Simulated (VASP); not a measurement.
# In3Sb2 (P-3m1) in VASP: single point with PBE

Aim: the single point of In3Sb2 with PBE.

Program: VASP 6.6.1. These are calculated values, not measurements. Logs are shortened: lines on timing, memory, paths and dates and some standing lists are left out, and cuts for length are marked.

**1. The cell of the first run**

The structure is trigonal, space group P-3m1 (No. 164). Conventional cell: a = 4.976 Å, b = 4.976 Å, c = 7.401 Å, α = 90.00°, β = 90.00°, γ = 120.00°. In (site symmetry -3m) has 6 Sb at 3.32 Å and 6 In at 3.90 Å within 4.4 Å. In (site symmetry 3m) has 4 Sb at 3.03 to 3.10 Å and 6 In at 3.57 to 3.90 Å within 4.0 Å. Within 4.0 Å of Sb (site symmetry 3m) lie 7 In at 3.03 to 3.32 Å.

**2. Single point, PBE**

Input file INCAR:

```
SYSTEM = In3Sb2
PREC = Accurate
ENCUT = 520
EDIFF = 1E-7
ISMEAR = 0
SIGMA = 0.1
LREAL = .False.
LASPH = .True.
NELM = 60
ALGO = Fast
ISIF = 2
LWAVE = .False.
LCHARG = .True.
GGA = PE
LELF = .True.
LVHAR = .True.
NBANDS = 32
```

Input file KPOINTS:

```
Automatic mesh
0
Gamma
  12 12 6
  0 0 0
```

Input file POSCAR:

```
In3Sb2
1.0
    4.9761967569      0.0000000000      0.0000000000
   -2.4880983784      4.3095128057      0.0000000000
    0.0000000000      0.0000000000      7.4008657719
In Sb
3 2
Direct
    0.0000000000      0.0000000000      0.0000000000
    0.3333333333      0.6666666667      0.6433361599
    0.6666666667      0.3333333333      0.3566638401
    0.3333333333      0.6666666667      0.2247204725
    0.6666666667      0.3333333333      0.7752795275
```

Potentials or basis: VASP PAW PBE potentials, release 64 (In_d, Sb).

Run with:

```console
$ cat potpaw_PBE.64/In_d/POTCAR potpaw_PBE.64/Sb/POTCAR > POTCAR
$ mpirun -np 1 vasp_std > vasp.out
```

OUTCAR:

```text
SYSTEM = In3Sb2
   PREC = Accurate
   ENCUT = 520
   EDIFF = 1E-7
   ISMEAR = 0
   LREAL = .False.
   LASPH = .True.
   NELM = 60
   ISIF = 2
   GGA = PE

 ion  position               nearest neighbor table
   1  0.000  0.000  0.000-   4 3.32   5 3.32   4 3.32   5 3.32   5 3.32   4 3.32   2 3.90   3 3.90
                             2 3.90   3 3.90   2 3.90   3 3.90
   2  0.333  0.667  0.643-   5 3.03   5 3.03   5 3.03   4 3.10   3 3.57   3 3.57   3 3.57   1 3.90
                             1 3.90   1 3.90
   3  0.667  0.333  0.357-   4 3.03   4 3.03   4 3.03   5 3.10   2 3.57   2 3.57   2 3.57   1 3.90
                             1 3.90   1 3.90
   4  0.333  0.667  0.225-   3 3.03   3 3.03   3 3.03   2 3.10   1 3.32   1 3.32   1 3.32
   5  0.667  0.333  0.775-   2 3.03   2 3.03   2 3.03   3 3.10   1 3.32   1 3.32   1 3.32

  LATTYP: Found a hexagonal cell.
 ALAT       =     4.9761967569
 C/A-ratio  =     1.4872534454

  Lattice vectors:

 A1 = (   4.9761967569,   0.0000000000,   0.0000000000)
 A2 = (  -2.4880983784,   4.3095128057,   0.0000000000)
 A3 = (   0.0000000000,   0.0000000000,   7.4008657719)

Analysis of symmetry for initial positions (statically):
=====================================================================
 Subroutine PRICEL returns:
 Original cell was already a primitive cell.

 Routine SETGRP: Setting up the symmetry group for a
 hexagonal supercell.

 Subroutine GETGRP returns: Found 12 space group operations
 (whereof 12 operations were pure point group operations)
 out of a pool of 24 trial point group operations.

The static configuration has the point symmetry D_3d.

Analysis of symmetry for dynamics (positions and initial velocities):
=====================================================================
 Subroutine PRICEL returns:
 Original cell was already a primitive cell.

 Routine SETGRP: Setting up the symmetry group for a
 hexagonal supercell.

 Subroutine GETGRP returns: Found 12 space group operations
 (whereof 12 operations were pure point group operations)
 out of a pool of 24 trial point group operations.

The dynamic configuration has the point symmetry D_3d.

 Subroutine INISYM returns: Found 12 space group operations
 (whereof 12 operations are pure point group operations),
 and found     1 'primitive' translations

----------------------------------------------------------------------------------------

                                     Primitive cell

  volume of cell :     158.7114

  direct lattice vectors                    reciprocal lattice vectors
     4.976196757  0.000000000  0.000000000     0.200956684  0.116022396  0.000000000
    -2.488098378  4.309512806  0.000000000     0.000000000  0.232044791  0.000000000
     0.000000000  0.000000000  7.400865772     0.000000000  0.000000000  0.135119327

  length of vectors
     4.976196757  4.976196757  7.400865772     0.232044791  0.232044791  0.135119327

  position of ions in fractional coordinates (direct lattice)
     0.000000000  0.000000000  0.000000000
     0.333333333  0.666666667  0.643336160
     0.666666667  0.333333333  0.356663840
     0.333333333  0.666666667  0.224720473
     0.666666667  0.333333333  0.775279527

  ion indices of the primitive-cell ions
   primitive index   ion index
                 1           1
                 2           2
                 3           3
                 4           4
                 5           5

----------------------------------------------------------------------------------------

 KPOINTS: Automatic mesh

Automatic generation of k-mesh.
 Grid dimensions read from file:
 generate k-points for:   12   12    6

 Generating k-lattice:

  Cartesian coordinates                     Fractional coordinates (reciprocal lattice)
     0.016746390  0.009668533  0.000000000     0.083333333  0.000000000  0.000000000
     0.000000000  0.019337066  0.000000000     0.000000000  0.083333333  0.000000000
     0.000000000  0.000000000  0.022519888     0.000000000  0.000000000  0.166666667

  Length of vectors
     0.019337066  0.019337066  0.022519888

  Shift w.r.t. Gamma in fractional coordinates (k-lattice)
     0.000000000  0.000000000  0.000000000

 Subroutine IBZKPT returns following result:
 ===========================================

 Found    100 irreducible k-points:

 Following reciprocal coordinates:
            Coordinates               Weight
  0.000000  0.000000  0.000000      1.000000
  0.083333 -0.000000  0.000000      6.000000
  0.166667 -0.000000  0.000000      6.000000
  0.250000 -0.000000  0.000000      6.000000
  0.333333 -0.000000  0.000000      6.000000
  0.416667 -0.000000  0.000000      6.000000
[... 16 lines left out ...]
  0.166667 -0.000000  0.166667      6.000000
  0.000000  0.166667  0.166667      6.000000
 [... further k-points ...]
   k-points           NKPTS =    100   k-points in BZ     NKDIM =    100   number of bands    NBANDS=     32
   number of dos      NEDOS =    301   number of ions     NIONS =      5
   total plane-waves  NPLWV =  89600
   dimension x,y,z NGX =    40 NGY =   40 NGZ =   56
   dimension x,y,z NGXF=    80 NGYF=   80 NGZF=  112
   ions per type =               3   2
   NGX,Y,Z   is equivalent  to a cutoff of  13.36, 13.36, 12.58 a.u.
   NGXF,Y,Z  is equivalent  to a cutoff of  26.73, 26.73, 25.16 a.u.
 SYSTEM =  In3Sb2
   PREC   = accura    normal or accurate (medium, high low for compatibility)
   ISTART =      0    job   : 0-new  1-cont  2-samecut
   ICHARG =      2    charge: 1-file 2-atom 10-const
   ISPIN  =      1    spin polarized calculation?
   LNONCOLLINEAR =      F non collinear calculations
   LSORBIT =      F    spin-orbit coupling
   LASPH  =      T    aspherical Exc in radial PAW
   ENCUT  =  520.0 eV  38.22 Ry    6.18 a.u.   9.25  9.25 13.76*2*pi/ulx,y,z
   NELM   =     60;   NELMIN=  2; NELMDL= -5     # of ELM steps
   EDIFF  = 0.1E-06   stopping-criterion for ELM
   LREAL  =      F    real-space projection
   EDIFFG = 0.1E-05   stopping-criterion for IOM
   NSW    =      0    number of steps for IOM
   IBRION =     -1    ionic relax: 0-MD 1-quasi-New 2-CG
   NFREE  =      0    steps in history (QN), initial steepest desc. (CG)
   ISIF   =      2    stress and relaxation
   ISYM   =      2    0-nonsym 1-usesym 2-fastsym
   POTIM  = 0.5000    time-step for ionic-motion
   TEBEG  =    0.0;   TEEND  =   0.0 temperature during run
   PSTRESS=    0.0 pullay stress
   NELECT =      49.0000    total number of electrons
   NUPDOWN=      -1.0000    fix difference up-down
   EMIN   =  10.00;   EMAX   =-10.00  energy-range for DOS
   EFERMI =   0.00;   METHOD = LEGACY
   ISMEAR =     0;   SIGMA  =   0.10  broadening in eV -4-tet -1-fermi 0-gaus
   EFERMI_NEDOS =   21; number of points for ismear=-14 and -15
   IALGO  =     68    algorithm
   IMIX   =      4    mixing-type and parameters
     AMIX     =   0.40;   BMIX     =  1.00
     AMIX_MAG =   1.60;   BMIX_MAG =  1.00
  volume/ion in A,a.u.               =      31.74       214.21
  Fermi-wavevector in a.u.,A,eV,Ry     =   1.106464  2.090915 16.657115  1.224263
  Thomas-Fermi vector in A             =   2.242966
   LORBIT       =      0    0 simple, 1 ext, 2 COOP (PROOUT), +10 PAW based schemes
   GGA     = PE    functional components
   LHFCALC =     F    Hartree Fock is set to
   AEXX    =    0.0000 exact exchange contribution
   IVDW    =     0    specifies the selected vdW correction
   LEPSILON=     F    determine dielectric tensor
   LRPA    =     F    only Hartree local field effects (RPA)
 non-spin polarized calculation
 RMM-DIIS sequential band-by-band and
 Gauss-broadening in eV      SIGMA  =   0.10
  energy-cutoff  :      520.00
  volume of cell :      158.71
 maximum number of plane-waves:      4300
 NGX is ok and might be reduce to    40
   NGX = 19   NGY = 19   NGZ = 27

 number of electron      49.0000014 magnetization

 Free energy of the ion-electron system (eV)
  ---------------------------------------------------
  ext. energy  EPLUGINS =         0.00000000
  ---------------------------------------------------
  free energy    TOTEN  =       -16.01247177 eV

  energy without entropy =      -16.00367906  energy(sigma->0) =      -16.00807541

 E-fermi :   5.9442     XC(G=0):  -9.2149

 val. band max:        5.9258892796   @ k =  -0.0833   0.2500   0.1667
 cond. band min:       5.9555001594   @ k =   0.4167  -0.0000   0.0000
 fundamental gap:      0.0296108798
 Fermi energy:         5.9441508835

 k-point     1 :       0.0000    0.0000    0.0000
  band No.  band energies     occupation
      1      -8.7602      2.00000
      2      -8.7454      2.00000
      3      -8.7454      2.00000
      4      -8.7253      2.00000
      5      -8.7253      2.00000
      6      -8.6667      2.00000
[... 24 lines left out ...]
     31       8.5267      0.00000
     32       9.1469      0.00000

 k-point     2 :       0.0833   -0.0000    0.0000
  band No.  band energies     occupation
      1      -8.7604      2.00000
      2      -8.7446      2.00000
      3      -8.7423      2.00000
      4      -8.7266      2.00000
      5      -8.7236      2.00000
      6      -8.6666      2.00000
[... 24 lines left out ...]
     31       9.1985      0.00000
     32       9.2327      0.00000

 k-point     3 :       0.1667   -0.0000    0.0000
  band No.  band energies     occupation
      1      -8.7613      2.00000
      2      -8.7419      2.00000
      3      -8.7339      2.00000
      4      -8.7285      2.00000
      5      -8.7190      2.00000
      6      -8.6667      2.00000
[... 24 lines left out ...]
     31       9.2734      0.00000
     32       9.5806      0.00000

 k-point     4 :       0.2500   -0.0000    0.0000
  band No.  band energies     occupation
      1      -8.7649      2.00000
      2      -8.7379      2.00000
      3      -8.7279      2.00000
      4      -8.7212      2.00000
      5      -8.7123      2.00000
      6      -8.6680      2.00000
[... 654 lines left out ...]
     31       8.7910      0.00000
     32       9.5334      0.00000

 k-point    23 :       0.1667   -0.0000    0.1667
  band No.  band energies     occupation
      1      -8.7600      2.00000
      2      -8.7435      2.00000
      3      -8.7311      2.00000
      4      -8.7282      2.00000
      5      -8.7209      2.00000
      6      -8.6678      2.00000
[... 24 lines left out ...]
     31       8.9501      0.00000
     32       9.8735      0.00000

 k-point    24 :       0.0000    0.1667    0.1667
  band No.  band energies     occupation
      1      -8.7613      2.00000
      2      -8.7375      2.00000
      3      -8.7354      2.00000
      4      -8.7298      2.00000
      5      -8.7186      2.00000
      6      -8.6675      2.00000
[... 24 lines left out ...]
     31       9.0227      0.00000
     32       9.4954      0.00000

 [... further k-points ...]

------------------------ aborting loop because EDIFF is reached ----------------------------------------

  FORCE on cell =-STRESS in cart. coord.  units (eV):
  Direction    XX          YY          ZZ          XY          YZ          ZX
  --------------------------------------------------------------------------------------
  -------------------------------------------------------------------------------------
  Total        0.0100911      0.0100911      0.0246698      0.0000000      0.0000000      0.0000000
  in kB        0.1018691      0.1018691      0.2490392      0.0000000      0.0000000      0.0000000
  external PRESSURE =       0.1509258 kB  Pullay stress =       0.0000000 kB

 VOLUME and BASIS-vectors are now :
 -----------------------------------------------------------------------------
  energy-cutoff  :      520.00
  volume of cell :      158.71
      direct lattice vectors                 reciprocal lattice vectors
     4.976196757  0.000000000  0.000000000     0.200956684  0.116022396  0.000000000
    -2.488098378  4.309512806  0.000000000     0.000000000  0.232044791  0.000000000
     0.000000000  0.000000000  7.400865772     0.000000000  0.000000000  0.135119327

 POSITION                                       TOTAL-FORCE (eV/Angst)
 -----------------------------------------------------------------------------------
      0.00000      0.00000      0.00000        -0.000000      0.000000      0.000000
     -0.00000      2.87301      4.76124        -0.000000      0.000000      0.004140
      2.48810      1.43650      2.63962         0.000000     -0.000000     -0.004140
     -0.00000      2.87301      1.66313         0.000000     -0.000000     -0.007261
      2.48810      1.43650      5.73774        -0.000000      0.000000      0.007261
 -----------------------------------------------------------------------------------
    total drift:                                0.000000     -0.000000      0.000000

  FREE ENERGIE OF THE ION-ELECTRON SYSTEM (eV)
  ---------------------------------------------------
  free  energy   TOTEN  =       -16.0124717675 eV

  energy  without entropy=      -16.0036790599  energy(sigma->0) =      -16.00807541
```

Run time: 6 min. Hardware: 1 thread of Intel Xeon 6975P-C (Granite Rapids), shared host; peak memory 0.58 GiB.

Results:

| Item | Value |
| --- | --- |
| Free energy | -16.0125 eV |
| Pressure | 0.0 GPa |
| Largest force | 0.007 eV/Å |
| Band gap on the k mesh | zero (an odd number of electrons rules out a gap without spin polarisation) |

Forces on the atoms (eV/Å):
```
In   0.000  0.000  0.000
In   0.000  0.000  0.004
In   0.000  0.000 -0.004
Sb   0.000  0.000 -0.007
Sb   0.000  0.000  0.007
```

Caveat: spin-orbit coupling is left out, which moves the levels of the heavy elements.
